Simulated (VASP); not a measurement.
Input of a VASP 6.6.1 run:

The input INCAR:

```
ALGO = Normal ; EDIFF = 1E-6
ENCUT = 500 ; GGA = CA
GGA_COMPAT = F ; ISIF = 2
ISMEAR = -1 ; LASPH = T
LCHARG = F ; LREAL = F
LWAVE = F ; NBANDS = 14
NELM = 120 ; PREC = Accurate
SIGMA = 0.05
```

KPOINTS

```
k-points
0
Gamma
  12 12 12
```

The input POSCAR:

```
Ir
1.0
    0.0000000000      1.9048090381      1.9048090381
    1.9048090381      0.0000000000      1.9048090381
    1.9048090381      1.9048090381      0.0000000000
Ir
1
Direct
    0.0000000000      0.0000000000      0.0000000000
```

Potentials or basis: VASP PAW LDA potentials, release 64 (Ir_sv_GW).

Command:

```console
$ cat potpaw_LDA.64/Ir_sv_GW/POTCAR > POTCAR
$ mpirun -np 1 vasp_std > vasp.out
```

Problem. Estimate the pressure.

Solution. -1.7 GPa.
